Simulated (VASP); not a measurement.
# SnO2 (R-3m) in VASP: notebook

SnO2 is run at these levels: PBEsol; tasks: single point.

All numbers are computed with VASP 6.6.1; they aren't measurements. Logs are shortened: lines on timing, memory, paths and dates and some standing lists are left out, and cuts for length are marked.

### 1 The cell of the first run

It takes space group R-3m (No. 166, trigonal). The conventional cell has a = 3.050 Å, b = 3.050 Å, c = 13.584 Å, α = 90.00°, β = 90.00°, γ = 120.00°. Sn (site symmetry -3m) has 6 O at 2.03 Å within 2.7 Å. O (site symmetry 3m) has 3 Sn at 2.03 Å and 3 O at 2.69 Å within 2.7 Å.

### 2 Single point, PBEsol

File INCAR:

```
PREC = Accurate
ENCUT = 520
EDIFF = 1E-7
ISMEAR = 0
SIGMA = 0.05
LREAL = False
LASPH = True
NELM = 80
ALGO = Normal
ISIF = 2
LWAVE = False
LCHARG = False
GGA = PS
NBANDS = 20
```

File KPOINTS:

```
regular mesh
0
Gamma
  12 12 12
```

File POSCAR:

```
SnO2
1.0
    1.5251500000      0.8805457631      4.5279666667
   -1.5251500000      0.8805457631      4.5279666667
    0.0000000000     -1.7610915261      4.5279666667
Sn O
1 2
Direct
    0.5000000000      0.5000000000      0.5000000000
    0.2414378084      0.2414378084      0.2414378084
    0.7585621916      0.7585621916      0.7585621916
```

Potentials or basis: VASP PAW PBE potentials, release 64 (Sn_d, O).

Run with:

```bash
$ cat potpaw_PBE.64/Sn_d/POTCAR potpaw_PBE.64/O/POTCAR > POTCAR
$ mpirun -np 1 vasp_std > vasp.out
```

OUTCAR:

```text
PREC = Accurate
   ENCUT = 520
   EDIFF = 1E-7
   ISMEAR = 0
   LREAL = False
   LASPH = True
   NELM = 80
   ISIF = 2
   GGA = PS

 ion  position               nearest neighbor table
   1  0.500  0.500  0.500-   2 2.03   2 2.03   3 2.03   3 2.03   2 2.03   3 2.03
   2  0.241  0.241  0.241-   1 2.03   1 2.03   1 2.03
   3  0.759  0.759  0.759-   1 2.03   1 2.03   1 2.03

  LATTYP: Found a trigonal (rhomboedric) cell.
 ALAT       =     4.8583871293
 COS(alpha) =     0.8029071459

  Lattice vectors:

 A1 = (   1.5251500000,   0.8805457631,   4.5279666667)
 A2 = (  -1.5251500000,   0.8805457631,   4.5279666667)
 A3 = (   0.0000000000,  -1.7610915261,   4.5279666667)

Analysis of symmetry for initial positions (statically):
=====================================================================
 Subroutine PRICEL returns:
 Original cell was already a primitive cell.

 Routine SETGRP: Setting up the symmetry group for a
 trigonal (rhombohedral) supercell.

 Subroutine GETGRP returns: Found 12 space group operations
 (whereof 12 operations were pure point group operations)
 out of a pool of 12 trial point group operations.

The static configuration has the point symmetry D_3d.

Analysis of symmetry for dynamics (positions and initial velocities):
=====================================================================
 Subroutine PRICEL returns:
 Original cell was already a primitive cell.

 Routine SETGRP: Setting up the symmetry group for a
 trigonal (rhombohedral) supercell.

 Subroutine GETGRP returns: Found 12 space group operations
 (whereof 12 operations were pure point group operations)
 out of a pool of 12 trial point group operations.

The dynamic configuration has the point symmetry D_3d.

 Subroutine INISYM returns: Found 12 space group operations
 (whereof 12 operations are pure point group operations),
 and found     1 'primitive' translations

----------------------------------------------------------------------------------------

                                     Primitive cell

  volume of cell :      36.4854

  direct lattice vectors                    reciprocal lattice vectors
     1.525150000  0.880545763  4.527966667     0.327836606  0.189276553  0.073616561
    -1.525150000  0.880545763  4.527966667    -0.327836606  0.189276553  0.073616561
     0.000000000 -1.761091526  4.527966667     0.000000000 -0.378553106  0.073616561

  length of vectors
     4.858387129  4.858387129  4.858387129     0.385644722  0.385644722  0.385644722

  position of ions in fractional coordinates (direct lattice)
     0.500000000  0.500000000  0.500000000
     0.241437808  0.241437808  0.241437808
     0.758562192  0.758562192  0.758562192

  ion indices of the primitive-cell ions
   primitive index   ion index
                 1           1
                 2           2
                 3           3

----------------------------------------------------------------------------------------

 KPOINTS: regular mesh

Automatic generation of k-mesh.
 Grid dimensions read from file:
 generate k-points for:   12   12   12

 Generating k-lattice:

  Cartesian coordinates                     Fractional coordinates (reciprocal lattice)
     0.027319717  0.015773046  0.006134713     0.083333333  0.000000000 -0.000000000
    -0.027319717  0.015773046  0.006134713     0.000000000  0.083333333 -0.000000000
     0.000000000 -0.031546092  0.006134713    -0.000000000 -0.000000000  0.083333333

  Length of vectors
     0.032137060  0.032137060  0.032137060

  Shift w.r.t. Gamma in fractional coordinates (k-lattice)
     0.000000000  0.000000000  0.000000000

 Subroutine IBZKPT returns following result:
 ===========================================

 Found    189 irreducible k-points:

 Following reciprocal coordinates:
            Coordinates               Weight
  0.000000  0.000000  0.000000      1.000000
  0.083333  0.000000  0.000000      6.000000
  0.166667  0.000000  0.000000      6.000000
  0.250000  0.000000  0.000000      6.000000
  0.333333  0.000000  0.000000      6.000000
  0.416667 -0.000000  0.000000      6.000000
[... 16 lines left out ...]
  0.500000  0.166667  0.000000     12.000000
 -0.416667  0.166667  0.000000     12.000000
 [... further k-points ...]
   k-points           NKPTS =    189   k-points in BZ     NKDIM =    189   number of bands    NBANDS=     20
   number of dos      NEDOS =    301   number of ions     NIONS =      3
   total plane-waves  NPLWV =  46656
   dimension x,y,z NGX =    36 NGY =   36 NGZ =   36
   dimension x,y,z NGXF=    72 NGYF=   72 NGZF=   72
   ions per type =               1   2
   NGX,Y,Z   is equivalent  to a cutoff of  12.32, 12.32, 12.32 a.u.
   NGXF,Y,Z  is equivalent  to a cutoff of  24.64, 24.64, 24.64 a.u.
 SYSTEM =  unknown system
   PREC   = accura    normal or accurate (medium, high low for compatibility)
   ISTART =      0    job   : 0-new  1-cont  2-samecut
   ICHARG =      2    charge: 1-file 2-atom 10-const
   ISPIN  =      1    spin polarized calculation?
   LNONCOLLINEAR =      F non collinear calculations
   LSORBIT =      F    spin-orbit coupling
   LASPH  =      T    aspherical Exc in radial PAW
   ENCUT  =  520.0 eV  38.22 Ry    6.18 a.u.   9.03  9.03  9.03*2*pi/ulx,y,z
   NELM   =     80;   NELMIN=  2; NELMDL= -5     # of ELM steps
   EDIFF  = 0.1E-06   stopping-criterion for ELM
   LREAL  =      F    real-space projection
   EDIFFG = 0.1E-05   stopping-criterion for IOM
   NSW    =      0    number of steps for IOM
   IBRION =     -1    ionic relax: 0-MD 1-quasi-New 2-CG
   NFREE  =      0    steps in history (QN), initial steepest desc. (CG)
   ISIF   =      2    stress and relaxation
   ISYM   =      2    0-nonsym 1-usesym 2-fastsym
   POTIM  = 0.5000    time-step for ionic-motion
   TEBEG  =    0.0;   TEEND  =   0.0 temperature during run
   PSTRESS=    0.0 pullay stress
   NELECT =      26.0000    total number of electrons
   NUPDOWN=      -1.0000    fix difference up-down
   EMIN   =  10.00;   EMAX   =-10.00  energy-range for DOS
   EFERMI =   0.00;   METHOD = LEGACY
   ISMEAR =     0;   SIGMA  =   0.05  broadening in eV -4-tet -1-fermi 0-gaus
   EFERMI_NEDOS =   21; number of points for ismear=-14 and -15
   IALGO  =     38    algorithm
   IMIX   =      4    mixing-type and parameters
     AMIX     =   0.40;   BMIX     =  1.00
     AMIX_MAG =   1.60;   BMIX_MAG =  1.00
  volume/ion in A,a.u.               =      12.16        82.07
  Fermi-wavevector in a.u.,A,eV,Ry     =   1.462266  2.763281 29.092263  2.138221
  Thomas-Fermi vector in A             =   2.578499
   LORBIT       =      0    0 simple, 1 ext, 2 COOP (PROOUT), +10 PAW based schemes
   GGA     = PS    functional components
   LHFCALC =     F    Hartree Fock is set to
   AEXX    =    0.0000 exact exchange contribution
   IVDW    =     0    specifies the selected vdW correction
   LEPSILON=     F    determine dielectric tensor
   LRPA    =     F    only Hartree local field effects (RPA)
 non-spin polarized calculation
 Gauss-broadening in eV      SIGMA  =   0.05
  energy-cutoff  :      520.00
  volume of cell :       36.49
 maximum number of plane-waves:       995
   NGX = 19   NGY = 19   NGZ = 19

 number of electron      26.0000005 magnetization

 Free energy of the ion-electron system (eV)
  ---------------------------------------------------
  ext. energy  EPLUGINS =         0.00000000
  ---------------------------------------------------
  free energy    TOTEN  =       -19.00045993 eV

  energy without entropy =      -19.00045993  energy(sigma->0) =      -19.00045993

 E-fermi :   5.3491     XC(G=0): -11.2090

 val. band max:        5.1005775864   @ k =   0.5000   0.5000   0.0000
 cond. band min:       7.9453930992   @ k =   0.0000   0.0000   0.0000
 fundamental gap:      2.8448155128
 Fermi energy:         5.3491181938

 k-point     1 :       0.0000    0.0000    0.0000
  band No.  band energies     occupation
      1     -15.0958      2.00000
      2     -14.5436      2.00000
      3     -14.5436      2.00000
      4     -14.1602      2.00000
      5     -14.1602      2.00000
      6     -13.4434      2.00000
[... 12 lines left out ...]
     19      22.9028      0.00000
     20      23.3735      0.00000

 k-point     2 :       0.0833    0.0000    0.0000
  band No.  band energies     occupation
      1     -15.0292      2.00000
      2     -14.6425      2.00000
      3     -14.5171      2.00000
      4     -14.2012      2.00000
      5     -14.1632      2.00000
      6     -13.4091      2.00000
[... 12 lines left out ...]
     19      21.3893      0.00000
     20      23.3902      0.00000

 k-point     3 :       0.1667    0.0000    0.0000
  band No.  band energies     occupation
      1     -15.0135      2.00000
      2     -14.7408      2.00000
      3     -14.4481      2.00000
      4     -14.2626      2.00000
      5     -14.1671      2.00000
      6     -13.2907      2.00000
[... 12 lines left out ...]
     19      20.0172      0.00000
     20      23.5116      0.00000

 k-point     4 :       0.2500    0.0000    0.0000
  band No.  band energies     occupation
      1     -15.3136      2.00000
      2     -14.5337      2.00000
      3     -14.3719      2.00000
      4     -14.2990      2.00000
      5     -14.1518      2.00000
      6     -13.0588      2.00000
[... 12 lines left out ...]
     19      19.1701      0.00000
     20      23.1587      0.00000

 k-point     5 :       0.3333    0.0000    0.0000
  band No.  band energies     occupation
      1     -15.5936      2.00000
      2     -14.4346      2.00000
      3     -14.3346      2.00000
      4     -14.2283      2.00000
      5     -14.0944      2.00000
      6     -12.7115      2.00000
[... 12 lines left out ...]
     19      18.8782      0.00000
     20      21.5007      0.00000
[... 353 lines left out ...]
      6     -12.7506      2.00000
[... 12 lines left out ...]
     19      19.8118      0.00000
     20      21.7665      0.00000

 k-point    22 :       0.4167    0.1667    0.0000
  band No.  band energies     occupation
      1     -15.4988      2.00000
      2     -14.7482      2.00000
      3     -14.3486      2.00000
      4     -14.2373      2.00000
      5     -14.0619      2.00000
      6     -12.2330      2.00000
[... 12 lines left out ...]
     19      20.1451      0.00000
     20      20.6101      0.00000

 k-point    23 :       0.5000    0.1667    0.0000
  band No.  band energies     occupation
      1     -15.6323      2.00000
      2     -14.7340      2.00000
      3     -14.3761      2.00000
      4     -14.1750      2.00000
      5     -14.0584      2.00000
      6     -11.7356      2.00000
[... 12 lines left out ...]
     19      19.6951      0.00000
     20      20.5395      0.00000

 k-point    24 :      -0.4167    0.1667    0.0000
  band No.  band energies     occupation
      1     -15.6786      2.00000
      2     -14.7298      2.00000
      3     -14.3873      2.00000
      4     -14.1158      2.00000
      5     -14.0924      2.00000
      6     -11.5274      2.00000
[... 12 lines left out ...]
     19      19.1738      0.00000
     20      20.7679      0.00000

 [... further k-points ...]
[... 5 lines left out ...]
  --------------------------------------------------------------------------------------
  -------------------------------------------------------------------------------------
  Total        6.7882361      6.7882361      2.1955887      0.0000000      0.0000000     -0.0000000
  in kB      298.0907918    298.0907918     96.4145553      0.0000000      0.0000000     -0.0000000
  external PRESSURE =     230.8653796 kB  Pullay stress =       0.0000000 kB

 VOLUME and BASIS-vectors are now :
 -----------------------------------------------------------------------------
  energy-cutoff  :      520.00
  volume of cell :       36.49
      direct lattice vectors                 reciprocal lattice vectors
     1.525150000  0.880545763  4.527966667     0.327836606  0.189276553  0.073616561
    -1.525150000  0.880545763  4.527966667    -0.327836606  0.189276553  0.073616561
     0.000000000 -1.761091526  4.527966667     0.000000000 -0.378553106  0.073616561

 POSITION                                       TOTAL-FORCE (eV/Angst)
 -----------------------------------------------------------------------------------
      0.00000      0.00000      6.79195         0.000000     -0.000000     -0.000000
      0.00000      0.00000      3.27967        -0.000000      0.000000      0.960965
      0.00000      0.00000     10.30423        -0.000000     -0.000000     -0.960965
 -----------------------------------------------------------------------------------
    total drift:                               -0.000000     -0.000000      0.000000

  FREE ENERGIE OF THE ION-ELECTRON SYSTEM (eV)
  ---------------------------------------------------
  free  energy   TOTEN  =       -19.0004599341 eV

  energy  without entropy=      -19.0004599341  energy(sigma->0) =      -19.00045993
```

Run time: 3 min. Hardware: 1 thread of Intel Xeon Platinum 8259CL at 2.50GHz (Skylake/Cascade Lake), shared host; peak memory 0.29 GiB.

Results:

* Free energy: -19.0005 eV
* Pressure: 23.1 GPa
* Largest force: 0.961 eV/Å
* Band gap on the k mesh: 2.84 eV, indirect (least direct gap 3.05 eV)

Forces on the atoms (eV/Å):
```
Sn   0.000  0.000  0.000
O    0.000  0.000  0.961
O    0.000  0.000 -0.961
```

Caveat: the PAW data sets were made with another functional, which shifts forces and pressure a little; spin-orbit coupling is left out, which moves the levels of the heavy elements. PBEsol gaps usually lie below the measured ones, often by a third to a half.

[end of part 1 of 2]
